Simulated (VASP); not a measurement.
# PtSe2: single point with revPBE

The system is PtSe2.

```
Pt Se
1.0
     3.77132    0.00000    0.00000
    -1.88566    3.26605    0.00000
     0.00000    0.00000    8.18148
Pt Se
1 2
Direct
  0.00000 0.00000 0.00000
  0.66667 0.33333 0.84008
  0.33333 0.66667 0.15992
```

```
Program                : VASP 6.6.1
Task                   : single point
Functional             : revPBE
Potentials or basis    : VASP PAW PBE potentials, release 64 (Pt, Se)
Cutoff                 : 520 eV
k mesh                 : 8 × 8 × 5
Occupations            : fermi-dirac, width 0.05 eV
Spin                   : no spin polarisation
Dipole correction      : no
Further INCAR settings : ALGO = Normal; EDIFF = 1e-07; NBANDS = 18
```

```yaml
Pressure: -0.1 GPa
Largest_force: 0.009 eV/Å
Band_gap_on_the_k_mesh: 1.31 eV (least direct gap 1.48 eV)
```

Forces in eV/Å, atoms in the order of the input:
```
Pt   0.000  0.000  0.000
Se   0.000  0.000  0.009
Se   0.000  0.000 -0.009
```

Levels at points of the mesh, in eV from the valence-band top:
```tsv
k point	band 8	band 9	band 10	band 11	band 12	band 13	band 14	band 15
(0.00, 0.00, 0.00)	-1.23	-0.44	-0.06	-0.06	2.85	2.85	4.28	5.53
(0.50, 0.00, 0.00)	-2.24	-1.92	-1.82	-1.36	2.28	2.63	4.76	6.30
```

Run time: 56 s on 1 thread of Intel(R) Xeon(R) Platinum 8259CL CPU @ 2.50GHz (Skylake/Cascade Lake) (shared host), peak memory 0.25 GiB.

Caveat: the PAW data sets were made with another functional, which shifts forces and pressure a little; spin-orbit coupling is left out, which moves the levels of the heavy elements; an odd mesh through Γ misses points on the zone boundary, where band edges can lie.
